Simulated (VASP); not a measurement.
# Se in VASP: further runs

Runs on Se. Level: PBE. Tasks: single point, relaxation of cell and atoms.

Everything below comes from runs of VASP 6.6.1. Logs are shortened: lines on timing, memory, paths and dates and some standing lists are left out, and cuts for length are marked.

### 1 The cell of the first run

The typed cell holds 1 atom: a = 2.719 Å, b = 4.111 Å, c = 2.565 Å, α = 90.00°, β = 89.96°, γ = 90.00°.

### 2 Single point, PBE

The input, INCAR:

```
PREC = Accurate
ENCUT = 520
EDIFF = 1E-6
ISMEAR = 0
SIGMA = 0.1
LREAL = F
LASPH = T
NELM = 80
ALGO = Normal
ISIF = 2
LWAVE = F
LCHARG = T
GGA = PE
LELF = T
LVHAR = T
NBANDS = 9
```

The input, KPOINTS:

```
regular mesh
0
Gamma
  8 4 6
```

The input, POSCAR:

```
Se
1.0
    2.7186375105      0.0000000000      0.0401034858
    0.0000000000      4.1108879006      0.0000000000
   -0.0360541888      0.0000000000      2.5646863320
Se
1
Direct
    0.0000000000      0.5000000000      0.5000000000
```

Potentials or basis: VASP PAW PBE potentials, release 64 (Se).

Started as:

```bash
$ cat potpaw_PBE.64/Se/POTCAR > POTCAR
$ mpirun -np 1 vasp_std > vasp.out
```

OUTCAR:

```text
PREC = Accurate
   ENCUT = 520
   EDIFF = 1E-6
   ISMEAR = 0
   LREAL = F
   LASPH = T
   NELM = 80
   ISIF = 2
   GGA = PE

 ion  position               nearest neighbor table
   1  0.000  0.500  0.500-

  LATTYP: Found a simple monoclinic cell.
 ALAT       =     2.5649397432
 B/A-ratio  =     1.6027229924
 C/A-ratio  =     1.0600378786
 COS(beta)  =    -0.0006932408

  Lattice vectors:

 A1 = (  -0.0360541888,   0.0000000000,   2.5646863320)
 A2 = (   0.0000000000,   4.1108879006,   0.0000000000)
 A3 = (  -2.7186375105,   0.0000000000,  -0.0401034858)

Analysis of symmetry for initial positions (statically):
=====================================================================
 Subroutine PRICEL returns:
 Original cell was already a primitive cell.

 Routine SETGRP: Setting up the symmetry group for a
 simple monoclinic supercell.

 Subroutine GETGRP returns: Found  4 space group operations
 (whereof  4 operations were pure point group operations)
 out of a pool of  4 trial point group operations.

The static configuration has the point symmetry C_2h.

Analysis of symmetry for dynamics (positions and initial velocities):
=====================================================================
 Subroutine PRICEL returns:
 Original cell was already a primitive cell.

 Routine SETGRP: Setting up the symmetry group for a
 simple monoclinic supercell.

 Subroutine GETGRP returns: Found  4 space group operations
 (whereof  4 operations were pure point group operations)
 out of a pool of  4 trial point group operations.

The dynamic configuration has the point symmetry C_2h.

 Subroutine INISYM returns: Found  4 space group operations
 (whereof  4 operations are pure point group operations),
 and found     1 'primitive' translations

----------------------------------------------------------------------------------------

                                     Primitive cell

  volume of cell :      28.6689

  direct lattice vectors                    reciprocal lattice vectors
     2.718637510  0.000000000  0.040103486     0.367755049  0.000000000  0.005169876
     0.000000000  4.110887901  0.000000000     0.000000000  0.243256451  0.000000000
    -0.036054189  0.000000000  2.564686332    -0.005750512  0.000000000  0.389830389

  length of vectors
     2.718933284  4.110887901  2.564939743     0.367791386  0.243256451  0.389872800

  position of ions in fractional coordinates (direct lattice)
     0.000000000  0.500000000  0.500000000

[... 73 lines left out ...]
   ENCUT  =  520.0 eV  38.22 Ry    6.18 a.u.   5.06  7.64  4.77*2*pi/ulx,y,z
   NELM   =     80;   NELMIN=  2; NELMDL= -5     # of ELM steps
   EDIFF  = 0.1E-05   stopping-criterion for ELM
   LREAL  =      F    real-space projection
   EDIFFG = 0.1E-04   stopping-criterion for IOM
   NSW    =      0    number of steps for IOM
   IBRION =     -1    ionic relax: 0-MD 1-quasi-New 2-CG
   NFREE  =      0    steps in history (QN), initial steepest desc. (CG)
   ISIF   =      2    stress and relaxation
   ISYM   =      2    0-nonsym 1-usesym 2-fastsym
   POTIM  = 0.5000    time-step for ionic-motion
   TEBEG  =    0.0;   TEEND  =   0.0 temperature during run
   PSTRESS=    0.0 pullay stress
   NELECT =       6.0000    total number of electrons
   NUPDOWN=      -1.0000    fix difference up-down
   EMIN   =  10.00;   EMAX   =-10.00  energy-range for DOS
   EFERMI =   0.00;   METHOD = LEGACY
   ISMEAR =     0;   SIGMA  =   0.10  broadening in eV -4-tet -1-fermi 0-gaus
   EFERMI_NEDOS =   21; number of points for ismear=-14 and -15
   IALGO  =     38    algorithm
   IMIX   =      4    mixing-type and parameters
     AMIX     =   0.40;   BMIX     =  1.00
     AMIX_MAG =   1.60;   BMIX_MAG =  1.00
  volume/ion in A,a.u.               =      28.67       193.47
  Fermi-wavevector in a.u.,A,eV,Ry     =   0.971974  1.836765 12.853890  0.944734
  Thomas-Fermi vector in A             =   2.102235
   LORBIT       =      0    0 simple, 1 ext, 2 COOP (PROOUT), +10 PAW based schemes
   GGA     = PE    functional components
   LHFCALC =     F    Hartree Fock is set to
   AEXX    =    0.0000 exact exchange contribution
   IVDW    =     0    specifies the selected vdW correction
   LEPSILON=     F    determine dielectric tensor
   LRPA    =     F    only Hartree local field effects (RPA)
 non-spin polarized calculation
 Gauss-broadening in eV      SIGMA  =   0.10
  energy-cutoff  :      520.00
  volume of cell :       28.67
 maximum number of plane-waves:       790
   NGX = 11   NGY = 15   NGZ =  9

 number of electron       6.0000002 magnetization

 Free energy of the ion-electron system (eV)
  ---------------------------------------------------
  ext. energy  EPLUGINS =         0.00000000
  ---------------------------------------------------
  free energy    TOTEN  =        -3.30394262 eV

  energy without entropy =       -3.30168918  energy(sigma->0) =       -3.30281590

 E-fermi :   2.3622     XC(G=0):  -8.5228

 val. band max:        2.3247671565   @ k =   0.2500   0.5000   0.5000
 cond. band min:       2.4070903207   @ k =   0.5000   0.2500   0.3333
 fundamental gap:      0.0823231642
 Fermi energy:         2.3622151877

 k-point     1 :       0.0000    0.0000    0.0000
  band No.  band energies     occupation
      1     -13.5483      2.00000
      2      -0.9665      2.00000
      3       4.9119      0.00000
      4       6.0241      0.00000
      5       6.7918      0.00000
      6      11.3245      0.00000
      7      14.0446      0.00000
      8      20.7316      0.00000
      9      20.7929      0.00000
[... 265 lines left out ...]
 k-point    24 :       0.0000    0.2500    0.1667
  band No.  band energies     occupation
      1     -12.9276      2.00000
      2      -1.2756      2.00000
      3       2.7345      0.00000
      4       5.4078      0.00000
      5       8.7766      0.00000
      6      12.4255      0.00000
      7      15.4563      0.00000
      8      18.6052      0.00000
      9      20.0029      0.00000

 [... further k-points ...]
[... 5 lines left out ...]
  --------------------------------------------------------------------------------------
  -------------------------------------------------------------------------------------
  Total        0.0310793      0.0256815      0.0128227      0.0000000      0.0000000     -0.0029804
  in kB        1.7368834      1.4352268      0.7166042      0.0000000      0.0000000     -0.1665636
  external PRESSURE =       1.2962381 kB  Pullay stress =       0.0000000 kB

 VOLUME and BASIS-vectors are now :
 -----------------------------------------------------------------------------
  energy-cutoff  :      520.00
  volume of cell :       28.67
      direct lattice vectors                 reciprocal lattice vectors
     2.718637510  0.000000000  0.040103486     0.367755049  0.000000000  0.005169876
     0.000000000  4.110887901  0.000000000     0.000000000  0.243256451  0.000000000
    -0.036054189  0.000000000  2.564686332    -0.005750512  0.000000000  0.389830389

 POSITION                                       TOTAL-FORCE (eV/Angst)
 -----------------------------------------------------------------------------------
     -0.01803      2.05544      1.28234        -0.000000      0.000000      0.000000
 -----------------------------------------------------------------------------------
    total drift:                               -0.000000      0.000000      0.000000

  FREE ENERGIE OF THE ION-ELECTRON SYSTEM (eV)
  ---------------------------------------------------
  free  energy   TOTEN  =        -3.3039426221 eV

  energy  without entropy=       -3.3016891833  energy(sigma->0) =       -3.30281590
```

OSZICAR:

```text
N       E                     dE             d eps       ncg     rms          rms(c)
DAV:   1     0.214206126938E+02    0.21421E+02   -0.27538E+03  1404   0.543E+02
DAV:   2    -0.260753215580E+01   -0.24028E+02   -0.23139E+02  1904   0.855E+01
DAV:   3    -0.333986018603E+01   -0.73233E+00   -0.72898E+00  1623   0.182E+01
DAV:   4    -0.334306333164E+01   -0.32031E-02   -0.32027E-02  1999   0.133E+00
DAV:   5    -0.334306954491E+01   -0.62133E-05   -0.62132E-05  1644   0.463E-02    0.340E+00
DAV:   6    -0.331230295962E+01    0.30767E-01   -0.24542E-02  1518   0.790E-01    0.212E+00
DAV:   7    -0.330392277013E+01    0.83802E-02   -0.30559E-02  1547   0.930E-01    0.258E-01
DAV:   8    -0.330392779590E+01   -0.50258E-05   -0.93260E-04  1596   0.200E-01    0.417E-02
DAV:   9    -0.330394221220E+01   -0.14416E-04   -0.14541E-04  1605   0.646E-02    0.128E-02
DAV:  10    -0.330394250712E+01   -0.29492E-06   -0.11303E-05  1625   0.188E-02    0.770E-03
DAV:  11    -0.330394262214E+01   -0.11502E-06   -0.23374E-06  1602   0.839E-03
   1 F= -.33039426E+01 E0= -.33028159E+01  d E =-.225344E-02
```

stdout:

```text
POSCAR found type information on POSCAR Se
 POSCAR found :  1 types and       1 ions
 scaLAPACK will be used
 LDA part: xc-table for (Slater+PW92), standard interpolation
 POSCAR, INCAR and KPOINTS ok, starting setup
 FFT: planning ... GRIDC
 FFT: planning ... GRID_SOFT
 FFT: planning ... GRID
 WAVECAR not read
 entering main loop
```

It took 11 s on 1 thread of Intel Xeon Platinum 8259CL at 2.50GHz (Skylake/Cascade Lake), shared host; peak memory 0.14 GiB.

What came out:

```yaml
Free_energy: -3.3039 eV
Pressure: 0.1 GPa
Band_gap_on_the_k_mesh: zero (band 3 reaches 4.99 eV, above the bottom of band 4 at 1.32 eV)
```

Caveat: the k points lie up to 0.41 Å⁻¹ apart.

(Continued in part 2 of 3.)
